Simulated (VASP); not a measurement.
# Ir (Fm-3m) in VASP: further runs

Runs on Ir. Level: BLYP. Tasks: single point.

All numbers are computed with VASP 6.6.1; they aren't measurements. Logs are shortened: lines on timing, memory, paths and dates and some standing lists are left out, and cuts for length are marked.

### Step 1. The cell of the first run

The structure is cubic, space group Fm-3m (No. 225). The conventional cell has a = 3.884 Å, b = 3.884 Å, c = 3.884 Å, α = 90.00°, β = 90.00°, γ = 90.00°. Ir (site symmetry m-3m) has 12 Ir at 2.75 Å within 3.6 Å.

### Step 2. Single point, BLYP (volume scaled by 0.96)

File INCAR:

```
SYSTEM = Ir
AGGAC = 1.0 ; AGGAX = 1.0
ALDAC = 0.0 ; ALDAX = 1.0
ALGO = Normal ; EDIFF = 1E-6
ENCUT = 500 ; GGA = B5
GGA_COMPAT = .False. ; ISIF = 2
ISMEAR = -1 ; LASPH = .True.
LCHARG = .True. ; LELF = .True.
LREAL = .False. ; LVHAR = .True.
LWAVE = .False. ; NBANDS = 14
NELM = 120 ; PREC = Accurate
SIGMA = 0.1
```

File KPOINTS:

```
k-points
0
Gamma
  22 22 22
  0 0 0
```

File POSCAR:

```
Ir
1.0
    0.0000000000      1.9422330586      1.9422330586
    1.9422330586      0.0000000000      1.9422330586
    1.9422330586      1.9422330586      0.0000000000
Ir
1
Direct
    0.0000000000      0.0000000000      0.0000000000
```

Potentials or basis: VASP PAW PBE potentials, release 64 (Ir_sv_GW).

The run is started by

```console
$ cat potpaw_PBE.64/Ir_sv_GW/POTCAR > POTCAR
$ mpirun -np 1 vasp_std > vasp.out
```

OUTCAR:

```text
SYSTEM = Ir
   EDIFF = 1E-6
   ENCUT = 500
   GGA = B5
   ISIF = 2
   ISMEAR = -1
   LASPH = .True.
   LREAL = .False.
   NELM = 120
   PREC = Accurate

 ion  position               nearest neighbor table
   1  0.000  0.000  0.000-

  LATTYP: Found a face centered cubic cell.
 ALAT       =     3.8844661172

  Lattice vectors:

 A1 = (   0.0000000000,   1.9422330586,   1.9422330586)
 A2 = (   1.9422330586,   0.0000000000,   1.9422330586)
 A3 = (   1.9422330586,   1.9422330586,   0.0000000000)

Analysis of symmetry for initial positions (statically):
=====================================================================
 Subroutine PRICEL returns:
 Original cell was already a primitive cell.

 Routine SETGRP: Setting up the symmetry group for a
 face centered cubic supercell.

 Subroutine GETGRP returns: Found 48 space group operations
 (whereof 48 operations were pure point group operations)
 out of a pool of 48 trial point group operations.

The static configuration has the point symmetry O_h .

Analysis of symmetry for dynamics (positions and initial velocities):
=====================================================================
 Subroutine PRICEL returns:
 Original cell was already a primitive cell.

 Routine SETGRP: Setting up the symmetry group for a
 face centered cubic supercell.

 Subroutine GETGRP returns: Found 48 space group operations
 (whereof 48 operations were pure point group operations)
 out of a pool of 48 trial point group operations.

The dynamic configuration has the point symmetry O_h .

 Subroutine INISYM returns: Found 48 space group operations
 (whereof 48 operations are pure point group operations),
 and found     1 'primitive' translations

----------------------------------------------------------------------------------------

                                     Primitive cell

  volume of cell :      14.6533

  direct lattice vectors                    reciprocal lattice vectors
     0.000000000  1.942233059  1.942233059    -0.257435635  0.257435635  0.257435635
     1.942233059  0.000000000  1.942233059     0.257435635 -0.257435635  0.257435635
     1.942233059  1.942233059  0.000000000     0.257435635  0.257435635 -0.257435635

  length of vectors
     2.746732333  2.746732333  2.746732333     0.445891599  0.445891599  0.445891599

  position of ions in fractional coordinates (direct lattice)
     0.000000000  0.000000000  0.000000000

  ion indices of the primitive-cell ions
   primitive index   ion index
                 1           1

----------------------------------------------------------------------------------------

 KPOINTS: k-points

Automatic generation of k-mesh.
 Grid dimensions read from file:
 generate k-points for:   22   22   22

 Generating k-lattice:

  Cartesian coordinates                     Fractional coordinates (reciprocal lattice)
    -0.011701620  0.011701620  0.011701620     0.045454545  0.000000000  0.000000000
     0.011701620 -0.011701620  0.011701620     0.000000000  0.045454545  0.000000000
     0.011701620  0.011701620 -0.011701620     0.000000000  0.000000000  0.045454545

  Length of vectors
     0.020267800  0.020267800  0.020267800

  Shift w.r.t. Gamma in fractional coordinates (k-lattice)
     0.000000000  0.000000000  0.000000000

 Subroutine IBZKPT returns following result:
 ===========================================

 Found    328 irreducible k-points:

 Following reciprocal coordinates:
            Coordinates               Weight
  0.000000  0.000000  0.000000      1.000000
  0.045455  0.000000  0.000000      8.000000
  0.090909  0.000000  0.000000      8.000000
  0.136364  0.000000  0.000000      8.000000
  0.181818  0.000000  0.000000      8.000000
  0.227273  0.000000  0.000000      8.000000
[... 16 lines left out ...]
  0.500000  0.045455  0.000000     24.000000
 -0.454545  0.045455  0.000000     24.000000
 [... further k-points ...]
   k-points           NKPTS =    328   k-points in BZ     NKDIM =    328   number of bands    NBANDS=     14
   number of dos      NEDOS =    301   number of ions     NIONS =      1
   total plane-waves  NPLWV =   8000
   dimension x,y,z NGX =    20 NGY =   20 NGZ =   20
   dimension x,y,z NGXF=    40 NGYF=   40 NGZF=   40
   ions per type =               1
   NGX,Y,Z   is equivalent  to a cutoff of  12.10, 12.10, 12.10 a.u.
   NGXF,Y,Z  is equivalent  to a cutoff of  24.21, 24.21, 24.21 a.u.
 SYSTEM =  Ir
   PREC   = accura    normal or accurate (medium, high low for compatibility)
   ISTART =      0    job   : 0-new  1-cont  2-samecut
   ICHARG =      2    charge: 1-file 2-atom 10-const
   ISPIN  =      1    spin polarized calculation?
   LNONCOLLINEAR =      F non collinear calculations
   LSORBIT =      F    spin-orbit coupling
   LASPH  =      T    aspherical Exc in radial PAW
   ENCUT  =  500.0 eV  36.75 Ry    6.06 a.u.   5.01  5.01  5.01*2*pi/ulx,y,z
   NELM   =    120;   NELMIN=  2; NELMDL= -5     # of ELM steps
   EDIFF  = 0.1E-05   stopping-criterion for ELM
   LREAL  =      F    real-space projection
   EDIFFG = 0.1E-04   stopping-criterion for IOM
   NSW    =      0    number of steps for IOM
   IBRION =     -1    ionic relax: 0-MD 1-quasi-New 2-CG
   NFREE  =      0    steps in history (QN), initial steepest desc. (CG)
   ISIF   =      2    stress and relaxation
   ISYM   =      2    0-nonsym 1-usesym 2-fastsym
   POTIM  = 0.5000    time-step for ionic-motion
   TEBEG  =    0.0;   TEEND  =   0.0 temperature during run
   PSTRESS=    0.0 pullay stress
   NELECT =      17.0000    total number of electrons
   NUPDOWN=      -1.0000    fix difference up-down
   EMIN   =  10.00;   EMAX   =-10.00  energy-range for DOS
   EFERMI =   0.00;   METHOD = LEGACY
   ISMEAR =    -1;   SIGMA  =   0.10  broadening in eV -4-tet -1-fermi 0-gaus
   EFERMI_NEDOS =   21; number of points for ismear=-14 and -15
   IALGO  =     38    algorithm
   IMIX   =      4    mixing-type and parameters
     AMIX     =   0.40;   BMIX     =  1.00
     AMIX_MAG =   1.60;   BMIX_MAG =  1.00
  volume/ion in A,a.u.               =      14.65        98.89
  Fermi-wavevector in a.u.,A,eV,Ry     =   1.720203  3.250713 40.260995  2.959100
  Thomas-Fermi vector in A             =   2.796687
   LORBIT       =      0    0 simple, 1 ext, 2 COOP (PROOUT), +10 PAW based schemes
   GGA     = B5    functional components
   LHFCALC =     F    Hartree Fock is set to
   AEXX    =    0.0000 exact exchange contribution
   IVDW    =     0    specifies the selected vdW correction
   LEPSILON=     F    determine dielectric tensor
   LRPA    =     F    only Hartree local field effects (RPA)
 non-spin polarized calculation
  energy-cutoff  :      500.00
  volume of cell :       14.65
 maximum number of plane-waves:       388
   NGX =  9   NGY =  9   NGZ =  9

 number of electron      17.0000001 magnetization

 Free energy of the ion-electron system (eV)
  ---------------------------------------------------
  ext. energy  EPLUGINS =         0.00000000
  ---------------------------------------------------
  free energy    TOTEN  =        -8.05138579 eV

  energy without entropy =       -8.01659410  energy(sigma->0) =       -8.03398995

 E-fermi :  12.7704     XC(G=0): -13.6245

 val. band max:       12.7695060881   @ k =   0.3182   0.1364   0.0000
 cond. band min:      12.7802634011   @ k =  -0.3636   0.2727   0.0000
 fundamental gap:      0.0107573131
 Fermi energy:        12.7703703604

 k-point     1 :       0.0000    0.0000    0.0000
  band No.  band energies     occupation
      1     -79.5075      2.00000
      2     -36.2736      2.00000
      3     -36.2736      2.00000
      4     -36.2736      2.00000
      5       2.2816      2.00000
      6       9.1119      2.00000
      7       9.1119      2.00000
      8       9.1119      2.00000
      9      11.6332      1.99998
     10      11.6332      1.99998
     11      26.8259      0.00000
     12      32.0284      0.00000
     13      32.0284      0.00000
     14      32.0284      0.00000

 k-point     2 :       0.0455    0.0000    0.0000
  band No.  band energies     occupation
      1     -79.5065      2.00000
      2     -36.2889      2.00000
      3     -36.2757      2.00000
      4     -36.2757      2.00000
      5       2.3715      2.00000
      6       9.0662      2.00000
      7       9.1503      2.00000
      8       9.1503      2.00000
      9      11.6086      1.99998
     10      11.6086      1.99998
     11      26.9789      0.00000
     12      31.6112      0.00000
     13      32.1761      0.00000
     14      32.1761      0.00000

 k-point     3 :       0.0909    0.0000    0.0000
  band No.  band energies     occupation
      1     -79.5038      2.00000
      2     -36.3331      2.00000
      3     -36.2828      2.00000
      4     -36.2828      2.00000
      5       2.6350      2.00000
      6       8.9433      2.00000
      7       9.2561      2.00000
      8       9.2561      2.00000
      9      11.5476      1.99999
     10      11.5476      1.99999
     11      27.4136      0.00000
     12      30.6502      0.00000
     13      32.6110      0.00000
     14      32.6111      0.00000
[... 324 lines left out ...]
 k-point    23 :       0.5000    0.0455    0.0000
  band No.  band energies     occupation
      1     -79.4518      2.00000
      2     -36.9773      2.00000
      3     -36.3856      2.00000
      4     -36.3794      2.00000
      5       5.2325      2.00000
      6       8.9537      2.00000
      7       9.0876      2.00000
      8      11.9581      1.99941
      9      13.6312      0.00037
     10      14.1290      0.00000
     11      19.7846      0.00000
     12      26.6715      0.00000
     13      31.7131      0.00000
     14      31.7189      0.00000

 k-point    24 :      -0.4545    0.0455    0.0000
  band No.  band energies     occupation
      1     -79.4522      2.00000
      2     -36.9727      2.00000
      3     -36.3876      2.00000
      4     -36.3761      2.00000
      5       5.2349      2.00000
      6       8.9718      2.00000
      7       9.0869      2.00000
      8      11.8806      1.99973
      9      13.5011      0.00134
     10      14.1343      0.00000
     11      19.9571      0.00000
     12      26.7076      0.00000
     13      31.5885      0.00000
     14      31.9948      0.00000

 [... further k-points ...]
[... 5 lines left out ...]
  --------------------------------------------------------------------------------------
  -------------------------------------------------------------------------------------
  Total        1.0778275      1.0778275      1.0778275      0.0000000     -0.0000000      0.0000000
  in kB      117.8489773    117.8489773    117.8489773      0.0000000     -0.0000000      0.0000000
  external PRESSURE =     117.8489773 kB  Pullay stress =       0.0000000 kB

 VOLUME and BASIS-vectors are now :
 -----------------------------------------------------------------------------
  energy-cutoff  :      500.00
  volume of cell :       14.65
      direct lattice vectors                 reciprocal lattice vectors
     0.000000000  1.942233059  1.942233059    -0.257435635  0.257435635  0.257435635
     1.942233059  0.000000000  1.942233059     0.257435635 -0.257435635  0.257435635
     1.942233059  1.942233059  0.000000000     0.257435635  0.257435635 -0.257435635

 POSITION                                       TOTAL-FORCE (eV/Angst)
 -----------------------------------------------------------------------------------
      0.00000      0.00000      0.00000         0.000000      0.000000      0.000000
 -----------------------------------------------------------------------------------
    total drift:                               -0.000000     -0.000000     -0.000000

  FREE ENERGIE OF THE ION-ELECTRON SYSTEM (eV)
  ---------------------------------------------------
  free  energy   TOTEN  =        -8.0513857905 eV

  energy  without entropy=       -8.0165941009  energy(sigma->0) =       -8.03398995
```

It took 92 s on 1 thread of AMD EPYC 7R43 (Zen 3), shared host; peak memory 0.15 GiB.

Results:

```
Free energy : -8.0514 eV
Pressure    : 11.8 GPa
```

Levels at points of the mesh, in eV from the Fermi level:
| k point | band 6 | band 7 | band 8 | band 9 | band 10 | band 11 |
| --- | --- | --- | --- | --- | --- | --- |
| (0.00, 0.00, 0.00) | -3.66 | -3.66 | -3.66 | -1.14 | -1.14 | 14.06 |
| (0.50, 0.00, 0.00) | -3.75 | -3.75 | -0.28 | 0.85 | 0.85 | 7.00 |
| (0.50, 0.50, 0.00) | -6.89 | 0.81 | 1.41 | 1.41 | 2.03 | 10.12 |

Caveat: the PAW data sets were made with another functional, which shifts forces and pressure a little; spin-orbit coupling is left out, which moves the levels of the heavy elements.

### Step 3. Single point, BLYP (volume scaled by 0.92)

File INCAR:

```
SYSTEM = Ir
  AGGAC = 1.0
  AGGAX = 1.0
  ALDAC = 0.0
  ALDAX = 1.0
  ALGO = Normal
  EDIFF = 1E-6
  ENCUT = 500
  GGA = B5
  GGA_COMPAT = .False.
  ISIF = 2
  ISMEAR = -1
  LASPH = .True.
  LCHARG = .True.
  LELF = .True.
  LREAL = .False.
  LVHAR = .True.
  LWAVE = .False.
  NBANDS = 14
  NELM = 120
  PREC = Accurate
  SIGMA = 0.1
```

KPOINTS is that of step 2.

File POSCAR:

```
Ir
1.0
    0.0000000000      1.9148740191      1.9148740191
    1.9148740191      0.0000000000      1.9148740191
    1.9148740191      1.9148740191      0.0000000000
Ir
1
Direct
    0.0000000000      0.0000000000      0.0000000000
```

Potentials or basis: VASP PAW PBE potentials, release 64 (Ir_sv_GW).

The run is started by

```console
$ cat potpaw_PBE.64/Ir_sv_GW/POTCAR > POTCAR
$ mpirun -np 1 vasp_std > vasp.out
```

It took 26 s on 1 thread of Intel Xeon 6975P-C (Granite Rapids), shared host; peak memory 0.18 GiB.

It converged, with:

- Free energy: -7.9644 eV
- Pressure: 28.8 GPa

Levels at points of the mesh, in eV from the Fermi level:
```
           k point  band 4  band 5  band 6  band 7  band 8  band 9  band 10  band 11  band 12  band 13
(0.00, 0.00, 0.00)  -49.13  -10.93   -3.91   -3.91   -3.91   -1.21    -1.21    13.93    19.38    19.38
(0.50, 0.00, 0.00)  -49.25   -8.05   -4.01   -4.01   -0.38    0.93     0.93     7.43    13.63    19.33
(0.50, 0.50, 0.00)  -49.44   -7.87   -7.34    0.89    1.52    1.52     2.03    10.71    11.76    11.76
```

Caveat: the PAW data sets were made with another functional, which shifts forces and pressure a little; spin-orbit coupling is left out, which moves the levels of the heavy elements.
